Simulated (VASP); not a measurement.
# GaSb (I-4m2) in VASP: notebook

The runs below take GaSb through single point, with LDA.

Program: VASP 6.6.1. These are calculated values, not measurements. Logs are shortened: lines on timing, memory, paths and dates and some standing lists are left out, and cuts for length are marked.

### 1 The cell of the first run

Symmetry: I-4m2, No. 119, tetragonal system. Conventional cell: a = 5.470 Å, b = 5.470 Å, c = 3.026 Å, α = 90.00°, β = 90.00°, γ = 90.00°. Ga (site symmetry -4m2) has 8 Sb at 2.84 to 3.55 Å and 2 Ga at 3.03 Å within 3.7 Å. Sb (site symmetry -4m2) has 8 Ga at 2.84 to 3.55 Å and 2 Sb at 3.03 Å within 3.7 Å.

### 2 Single point, LDA

INCAR

```
SYSTEM = GaSb
PREC     = Accurate       ! precision mode
ENCUT    = 520            ! plane-wave cutoff, eV
EDIFF    = 1E-6           ! SCF threshold, eV
ISMEAR   = 0              ! smearing method
SIGMA    = 0.15           ! smearing width, eV
LREAL    = .False.        ! projectors in reciprocal space
LASPH    = .True.         ! aspherical terms in the spheres
NELM     = 80             ! most SCF steps
ALGO     = Normal         ! electronic algorithm
ISIF     = 2              ! what is computed and relaxed
LWAVE    = .False.        ! write WAVECAR
LCHARG   = .True.         ! write CHGCAR
GGA      = CA             ! functional
LELF     = .True.         ! ELF
LVHAR    = .True.       
NBANDS   = 16             ! bands
```

KPOINTS

```
Automatic mesh
0
Gamma
  16 16 16
  0 0 0
```

POSCAR

```
GaSb
1.0
   -2.7351500000      2.7351500000      1.5130000000
    2.7351500000     -2.7351500000      1.5130000000
    2.7351500000      2.7351500000     -1.5130000000
Ga Sb
1 1
Direct
    0.2500000000      0.7500000000      0.5000000000
    0.0000000000      0.0000000000      0.0000000000
```

Potentials or basis: VASP PAW LDA potentials, release 64 (Ga_d, Sb).

On the command line:

```bash
> cat potpaw_LDA.64/Ga_d/POTCAR potpaw_LDA.64/Sb/POTCAR > POTCAR
> mpirun -np 1 vasp_std > vasp.out
```

OUTCAR:

```text
SYSTEM = GaSb
   PREC = Accurate
   ENCUT = 520
   EDIFF = 1E-6
   ISMEAR = 0
   LREAL = .False.
   LASPH = .True.
   NELM = 80
   ISIF = 2
   GGA = CA

 ion  position               nearest neighbor table
   1  0.250  0.750  0.500-   2 2.84   2 2.84   2 2.84   2 2.84
   2  0.000  0.000  0.000-   1 2.84   1 2.84   1 2.84   1 2.84

  LATTYP: Found a body centered tetragonal cell.
 ALAT       =     5.4703000000
 C/A-ratio  =     0.5531689304

  Lattice vectors:

 A1 = (  -2.7351500000,   2.7351500000,   1.5130000000)
 A2 = (   2.7351500000,  -2.7351500000,   1.5130000000)
 A3 = (   2.7351500000,   2.7351500000,  -1.5130000000)

Analysis of symmetry for initial positions (statically):
=====================================================================
 Subroutine PRICEL returns:
 Original cell was already a primitive cell.

 Routine SETGRP: Setting up the symmetry group for a
 body centered tetragonal supercell.

 Subroutine GETGRP returns: Found  8 space group operations
 (whereof  8 operations were pure point group operations)
 out of a pool of 16 trial point group operations.

The static configuration has the point symmetry D_2d.

Analysis of symmetry for dynamics (positions and initial velocities):
=====================================================================
 Subroutine PRICEL returns:
 Original cell was already a primitive cell.

 Routine SETGRP: Setting up the symmetry group for a
 body centered tetragonal supercell.

 Subroutine GETGRP returns: Found  8 space group operations
 (whereof  8 operations were pure point group operations)
 out of a pool of 16 trial point group operations.

The dynamic configuration has the point symmetry D_2d.

 Subroutine INISYM returns: Found  8 space group operations
 (whereof  8 operations are pure point group operations),
 and found     1 'primitive' translations

----------------------------------------------------------------------------------------

                                     Primitive cell

  volume of cell :      45.2753

  direct lattice vectors                    reciprocal lattice vectors
    -2.735150000  2.735150000  1.513000000     0.000000000  0.182805331  0.330469266
     2.735150000 -2.735150000  1.513000000     0.182805331  0.000000000  0.330469266
     2.735150000  2.735150000 -1.513000000     0.182805331  0.182805331  0.000000000

  length of vectors
     4.153463620  4.153463620  4.153463620     0.377660860  0.377660860  0.258525778

  position of ions in fractional coordinates (direct lattice)
     0.250000000  0.750000000  0.500000000
     0.000000000  0.000000000  0.000000000

[... 77 lines left out ...]
   LREAL  =      F    real-space projection
   EDIFFG = 0.1E-04   stopping-criterion for IOM
   NSW    =      0    number of steps for IOM
   IBRION =     -1    ionic relax: 0-MD 1-quasi-New 2-CG
   NFREE  =      0    steps in history (QN), initial steepest desc. (CG)
   ISIF   =      2    stress and relaxation
   ISYM   =      2    0-nonsym 1-usesym 2-fastsym
   POTIM  = 0.5000    time-step for ionic-motion
   TEBEG  =    0.0;   TEEND  =   0.0 temperature during run
   PSTRESS=    0.0 pullay stress
   NELECT =      18.0000    total number of electrons
   NUPDOWN=      -1.0000    fix difference up-down
   EMIN   =  10.00;   EMAX   =-10.00  energy-range for DOS
   EFERMI =   0.00;   METHOD = LEGACY
   ISMEAR =     0;   SIGMA  =   0.15  broadening in eV -4-tet -1-fermi 0-gaus
   EFERMI_NEDOS =   21; number of points for ismear=-14 and -15
   IALGO  =     38    algorithm
   IMIX   =      4    mixing-type and parameters
     AMIX     =   0.40;   BMIX     =  1.00
     AMIX_MAG =   1.60;   BMIX_MAG =  1.00
  volume/ion in A,a.u.               =      22.64       152.77
  Fermi-wavevector in a.u.,A,eV,Ry     =   1.203775  2.274805 19.715847  1.449074
  Thomas-Fermi vector in A             =   2.339519
   LORBIT       =      0    0 simple, 1 ext, 2 COOP (PROOUT), +10 PAW based schemes
   GGA     = CA    functional components
   LHFCALC =     F    Hartree Fock is set to
   AEXX    =    0.0000 exact exchange contribution
   IVDW    =     0    specifies the selected vdW correction
   LEPSILON=     F    determine dielectric tensor
   LRPA    =     F    only Hartree local field effects (RPA)
 non-spin polarized calculation
 Gauss-broadening in eV      SIGMA  =   0.15
  energy-cutoff  :      520.00
  volume of cell :       45.28
 maximum number of plane-waves:      1258
   NGX = 15   NGY = 15   NGZ = 15

 number of electron      18.0000003 magnetization

 Free energy of the ion-electron system (eV)
  ---------------------------------------------------
  ext. energy  EPLUGINS =         0.00000000
  ---------------------------------------------------
  free energy    TOTEN  =        -8.37387429 eV

  energy without entropy =       -8.36520945  energy(sigma->0) =       -8.36954187

 E-fermi :   7.1245     XC(G=0): -10.7494

 val. band max:        7.1030398564   @ k =  -0.1250  -0.2500   0.0625
 cond. band min:       7.1254359776   @ k =  -0.1875   0.1875   0.0625
 fundamental gap:      0.0223961213
 Fermi energy:         7.1245250998

 k-point     1 :       0.0000    0.0000    0.0000
  band No.  band energies     occupation
      1      -7.9898      2.00000
      2      -7.8833      2.00000
      3      -7.8772      2.00000
      4      -7.8287      2.00000
      5      -7.8287      2.00000
      6      -5.3426      2.00000
[... 433 lines left out ...]
      3      -7.8767      2.00000
      4      -7.8288      2.00000
      5      -7.8284      2.00000
      6      -5.3078      2.00000
[... 8 lines left out ...]
     15      17.2945      0.00000
     16      17.7393      0.00000

 [... further k-points ...]

------------------------ aborting loop because EDIFF is reached ----------------------------------------

  FORCE on cell =-STRESS in cart. coord.  units (eV):
  Direction    XX          YY          ZZ          XY          YZ          ZX
  --------------------------------------------------------------------------------------
  -------------------------------------------------------------------------------------
  Total       -0.4802163     -0.4802163      0.1249342      0.0000000      0.0000000      0.0000000
  in kB      -16.9936350    -16.9936350      4.4211023      0.0000000      0.0000000      0.0000000
  external PRESSURE =      -9.8553892 kB  Pullay stress =       0.0000000 kB

 VOLUME and BASIS-vectors are now :
 -----------------------------------------------------------------------------
  energy-cutoff  :      520.00
  volume of cell :       45.28
      direct lattice vectors                 reciprocal lattice vectors
    -2.735150000  2.735150000  1.513000000     0.000000000  0.182805331  0.330469266
     2.735150000 -2.735150000  1.513000000     0.182805331  0.000000000  0.330469266
     2.735150000  2.735150000 -1.513000000     0.182805331  0.182805331  0.000000000

 POSITION                                       TOTAL-FORCE (eV/Angst)
 -----------------------------------------------------------------------------------
      2.73515      0.00000      0.75650         0.000000     -0.000000      0.000000
      0.00000      0.00000      0.00000        -0.000000      0.000000     -0.000000
 -----------------------------------------------------------------------------------
    total drift:                               -0.000000      0.000000     -0.000000

  FREE ENERGIE OF THE ION-ELECTRON SYSTEM (eV)
  ---------------------------------------------------
  free  energy   TOTEN  =        -8.3738742935 eV

  energy  without entropy=       -8.3652094508  energy(sigma->0) =       -8.36954187
```

Wall time 60 s (1 thread of Intel Xeon 6975P-C (Granite Rapids), shared host); peak memory 0.36 GiB.

What came out:

```yaml
Free_energy: -8.3739 eV
Pressure: -1.0 GPa
Band_gap_on_the_k_mesh: zero (band 9 reaches 8.76 eV, above the bottom of band 10 at 4.04 eV)
```

Levels at points of the mesh, in eV from the Fermi level:
```tsv
k point	band 7	band 8	band 9	band 10	band 11	band 12
(0.00, 0.00, 0.00)	-3.28	-2.20	-2.20	3.21	5.98	7.10
(0.50, 0.00, 0.00)	-5.82	-2.59	-1.43	-1.32	2.40	3.30
(0.50, 0.50, 0.00)	-8.48	-0.23	1.63	1.89	2.10	5.37
(0.50, 0.50, 0.50)	-6.31	-5.36	-5.36	4.37	5.81	10.41
```

Caveat: spin-orbit coupling is left out, which moves the levels of the heavy elements.

### 3 Single point, LDA

INCAR

```
PREC = Accurate ; ENCUT = 520
EDIFF = 1E-6 ; ISMEAR = 0
SIGMA = 0.15 ; LREAL = F
LASPH = T ; NELM = 100
ALGO = Normal ; ISIF = 2
LWAVE = F ; LCHARG = F
NBANDS = 16
```

KPOINTS

```
regular mesh
0
Gamma
  16 16 16
```

POSCAR

```
GaSb
1.0
   -2.6903114696      2.6903114696      1.5643000000
    2.6903114696     -2.6903114696      1.5643000000
    2.6903114696      2.6903114696     -1.5643000000
Ga Sb
1 1
Direct
    0.2500000000      0.7500000000      0.5000000000
    0.0000000000      0.0000000000      0.0000000000
```

Potentials or basis: VASP PAW LDA potentials, release 64 (Ga_d, Sb).

On the command line:

```bash
> cat potpaw_LDA.64/Ga_d/POTCAR potpaw_LDA.64/Sb/POTCAR > POTCAR
> mpirun -np 1 vasp_std > vasp.out
```

Wall time 58 s (1 thread of Intel Xeon 6975P-C (Granite Rapids), shared host); peak memory 0.37 GiB.

It converged, with:

| Quantity | Value |
| --- | --- |
| Free energy | -8.3793 eV |
| Pressure | -0.9 GPa |
| Band gap on the k mesh | zero (band 9 reaches 9.00 eV, above the bottom of band 10 at 3.91 eV) |

Stress tensor (GPa, compression positive):
```
-0.56  0.00  0.00
 0.00 -0.56  0.00
 0.00  0.00 -1.46
```

Levels at points of the mesh, in eV from the Fermi level:
| k point | band 7 | band 8 | band 9 | band 10 | band 11 | band 12 |
| --- | --- | --- | --- | --- | --- | --- |
| (0.00, 0.00, 0.00) | -2.76 | -1.97 | -1.97 | 3.42 | 5.24 | 7.42 |
| (0.50, 0.00, 0.00) | -5.93 | -2.48 | -1.63 | -1.23 | 2.35 | 3.42 |
| (0.50, 0.50, 0.00) | -8.42 | 0.06 | 1.80 | 2.36 | 2.51 | 4.69 |
| (0.50, 0.50, 0.50) | -6.11 | -5.30 | -5.30 | 3.48 | 4.90 | 10.98 |

Caveat: spin-orbit coupling is left out, which moves the levels of the heavy elements.

### 4 Single point, LDA

INCAR

```
SYSTEM = GaSb
PREC = Accurate
ENCUT = 520
EDIFF = 1E-7
ISMEAR = 0
SIGMA = 0.15
LREAL = .FALSE.
LASPH = .TRUE.
NELM = 60
ALGO = Normal
ISIF = 2
LWAVE = .FALSE.
LCHARG = .FALSE.
GGA = CA
NBANDS = 16
```

KPOINTS

```
regular mesh
0
G
  16 16 16
  0 0 0
```

POSCAR

```
GaSb
1.0
   -2.7800000000      2.7800000000      1.4617000000
    2.7800000000     -2.7800000000      1.4617000000
    2.7800000000      2.7800000000     -1.4617000000
Ga Sb
1 1
Direct
    0.2500000000      0.7500000000      0.5000000000
    0.0000000000      0.0000000000      0.0000000000
```

On the command line:

```bash
> cat potpaw_LDA.64/Ga_d/POTCAR potpaw_LDA.64/Sb/POTCAR > POTCAR
> mpirun -np 1 vasp_std > vasp.out
```

It took 61 s on 1 thread of Intel Xeon 6975P-C (Granite Rapids), shared host; peak memory 0.36 GiB.

It converged, with:

* Free energy: -8.3382 eV
* Pressure: -0.5 GPa
* Band gap on the k mesh: zero (band 9 reaches 8.66 eV, above the bottom of band 10 at 4.20 eV)

Stress tensor (GPa, compression positive):
```
-2.44  0.00  0.00
 0.00 -2.44  0.00
 0.00  0.00  3.49
```

Levels at points of the mesh, in eV from the Fermi level:
```
           k point  band 5  band 6  band 7  band 8  band 9  band 10  band 11  band 12  band 13  band 14
(0.00, 0.00, 0.00)  -14.91  -12.53   -3.79   -2.42   -2.42     3.03     6.67     6.67     6.86     9.03
(0.50, 0.00, 0.00)  -14.86   -7.88   -5.73   -2.64   -1.38    -1.17     2.49     3.25     5.14     7.67
(0.50, 0.50, 0.00)  -14.90  -11.16   -8.53   -0.54    1.42     1.43     1.70     6.25     8.28     9.85
(0.50, 0.50, 0.50)  -14.91  -10.07   -6.50   -5.41   -5.41     5.40     6.84     9.75     9.75    12.71
```

Caveat: spin-orbit coupling is left out, which moves the levels of the heavy elements.

(Continued in part 2 of 2.)
